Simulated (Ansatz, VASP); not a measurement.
## LiP4Ir in VASP and in Ansatz

```
Li P Ir
1.0
    -2.58267    2.58267    7.06396
     2.58267   -2.58267    7.06396
     2.58267    2.58267   -7.06396
Li P Ir
2 8 2
Direct
  0.25000 0.75000 0.50000
  0.50000 0.50000 0.00000
  0.63896 0.62500 0.51396
  0.37500 0.36104 0.48604
  0.11104 0.12500 0.48604
  0.87500 0.88896 0.51396
  0.11104 0.62500 0.98604
  0.37500 0.88896 0.01396
  0.63896 0.12500 0.01396
  0.87500 0.36104 0.98604
  0.75000 0.25000 0.50000
  0.00000 0.00000 0.00000
```

Alike in both runs: functional PBE; k mesh 6 × 6 × 6; occupations gaussian, width 0.1 eV; no spin polarisation.

Ansatz relaxed the structure, and its values are those at the end. VASP's run is a single point on that final structure, the one shown.

|  | VASP | Ansatz |
| --- | --- | --- |
| version | VASP 6.6.1 | Ansatz 0.2.0 |
| potentials or method | VASP PAW PBE potentials, release 64 (Li_sv, P, Ir), cutoff 520 eV | scalar-relativistic, plane waves, PAW |
| valence electrons in the cell | 64 | 80 |

```csv
,VASP,Ansatz,Ansatz less VASP
gap on the k mesh at the Fermi level (eV),none,none,-
rms of the force components (eV/Å),0.025,0.013,-0.0120
```

A gap of «none» marks a metal or a gap that the smearing closes. The functional is the same, so the differences come from potentials, cutoffs and numerics. VASP's potentials hold 64 valence electrons a cell and Ansatz's 80, so a difference there can come from the potentials and not from the codes.

Neither program's run includes spin-orbit coupling. Noted on VASP's run: the cutoff is under 1.25 times that of the potentials, so the pressure is a little rough.
